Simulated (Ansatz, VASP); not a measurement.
**Two plane-wave programs on CuGe6**

```
CELL_PARAMETERS angstrom
-3.28037 3.28037 3.28037
3.28037 -3.28037 3.28037
3.28037 3.28037 -3.28037
ATOMIC_POSITIONS crystal
Cu 0.00000 0.00000 0.00000
Ge 0.00000 0.66742 0.66742
Ge 0.00000 0.33258 0.33258
Ge 0.66742 0.00000 0.66742
Ge 0.33258 0.00000 0.33258
Ge 0.66742 0.66742 0.00000
Ge 0.33258 0.33258 0.00000
```

Alike in both runs: task relaxation of cell and atoms; functional PBE; k mesh 4 × 4 × 4; occupations gaussian, width 0.1 eV; no spin polarisation.

```csv
,VASP,Ansatz
version,VASP 6.6.1,Ansatz 0.2.0
potentials or method,"VASP PAW PBE potentials, release 64 (Cu, Ge_d), cutoff 600 eV","scalar-relativistic, plane waves, PAW"
valence electrons in the cell,95,103
```

|  | VASP | Ansatz | Ansatz less VASP |
| --- | --- | --- | --- |
| gap on the k mesh at the Fermi level, each at its own relaxed structure (eV) | none | none | - |
| relaxed volume (Å³/atom) | 25.45 | 25.42 | -0.024 |
| relaxed length of the cell vector where the two differ most in proportion (Å) | 6.139 | 6.138 | -0.0019 |

A gap of «none» marks a metal or a gap that the smearing closes. VASP's potentials hold 95 valence electrons a cell and Ansatz's 103, so a difference there can come from the potentials and not from the codes.

Noted on VASP's run: the volume moved by over 15 % at a fixed basis, so the end points are rough.
